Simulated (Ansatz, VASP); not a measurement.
**Two plane-wave programs on N**

The input INCAR:

```
SYSTEM = N
ALGO = Normal
EDIFF = 1E-7
ENCUT = 520
GGA = PS
ISIF = 2
ISMEAR = 0
LASPH = .True.
LCHARG = .False.
LREAL = .False.
LWAVE = .False.
NBANDS = 18
NELM = 80
PREC = Accurate
SIGMA = 0.05
```

KPOINTS

```
k-points
0
Gamma
  6 6 4
  0 0 0
```

File POSCAR:

```
N
1.0
    4.0840619700      0.0000000000      0.0000000000
    0.0000000000      4.0840619700      0.0000000000
    0.0000000000      0.0000000000      5.3459132500
N
4
Direct
    0.9042752000      0.9777314801     -0.0280588167
    0.5957248000      0.4042752000      0.5000000000
    0.0957248000      0.0957248000      0.0000000000
    0.4042752000      0.5957248000      0.5000000000
```

Input for Ansatz:

```yaml
crystal:
  lattice:
    - [4.08406197, 0.0, 0.0]
    - [0.0, 4.08406197, 0.0]
    - [0.0, 0.0, 5.34591325]
  atoms:
    - { symbol: "N", position: [0.9042752, 0.9777314801, -0.0280588167] }
    - { symbol: "N", position: [0.5957248, 0.4042752, 0.5] }
    - { symbol: "N", position: [0.0957248, 0.0957248, 0.0] }
    - { symbol: "N", position: [0.4042752, 0.5957248, 0.5] }
basis:
  ecutwfc: 420
kpoints:
  mp_grid: { grid: [6, 6, 4] }
hamiltonian:
  xc: pbesol
scf:
  occupations: { method: gaussian, width: 0.05 }
output:
  forces: true
  stress: true
  eigenvalues: true
```

Alike in both runs: task single point; functional PBEsol; k mesh 6 × 6 × 4; occupations gaussian, width 0.05 eV; no spin polarisation.

|  | VASP | Ansatz |
| --- | --- | --- |
| version | VASP 6.6.1 | Ansatz 0.2.0 |
| potentials or method | VASP PAW PBE potentials, release 64 (N), cutoff 520 eV | scalar-relativistic, plane waves, PAW |
| valence electrons in the cell | 20 | 20 |

Ansatz gave:

| Property | Result |
| --- | --- |
| gap on the k mesh at the Fermi level (eV) | 7.18 |
| least direct gap on the mesh (eV) | 7.40 |
| rms of the force components (eV/Å) | 18.846 |

Estimate VASP's values.

gap on the k mesh at the Fermi level (eV): 7.10; least direct gap on the mesh (eV): 7.32; rms of the force components (eV/Å): 22.477.

VASP's potentials were made for PBE, not for PBEsol. Atom by atom the forces differ by 3.700 eV/Å (rms over components).

Noted on VASP's run: the standard files for N, O and F lose accuracy on very short bonds.
